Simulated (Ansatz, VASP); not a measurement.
# WS2: VASP beside Ansatz

```
W S
1.0
     3.18000    0.00000    0.00000
    -1.59000    2.75396    0.00000
     0.00000    0.00000   12.50000
W S
2 4
Direct
  0.33333 0.66667 0.25000
  0.66667 0.33333 0.75000
  0.33333 0.66667 0.62447
  0.66667 0.33333 0.12447
  0.33333 0.66667 0.87553
  0.66667 0.33333 0.37553
```

Alike in both runs: functional PBE; dispersion D3(BJ); k mesh 12 × 12 × 4; occupations gaussian, width 0.02 eV; no spin polarisation.

Ansatz relaxed the structure, and its values are those at the end. VASP's run is a single point on that final structure, the one shown.

```csv
,VASP,Ansatz
version,VASP 6.6.1,Ansatz 0.2.0
potentials or method,"VASP PAW PBE potentials, release 64 (W_sv, S), cutoff 520 eV","scalar-relativistic, plane waves, PAW"
valence electrons in the cell,52,52
```

|  | VASP | Ansatz | Ansatz less VASP |
| --- | --- | --- | --- |
| gap on the k mesh at the Fermi level (eV) | 1.06 | 1.04 | -0.015 |
| least direct gap on the mesh (eV) | 1.76 | 1.75 | -0.003 |
| pressure (GPa) | -2.2 | -2.2 | +0.04 |

Ansatz's warnings: stress scf threshold loose.

Neither program's run includes spin-orbit coupling.
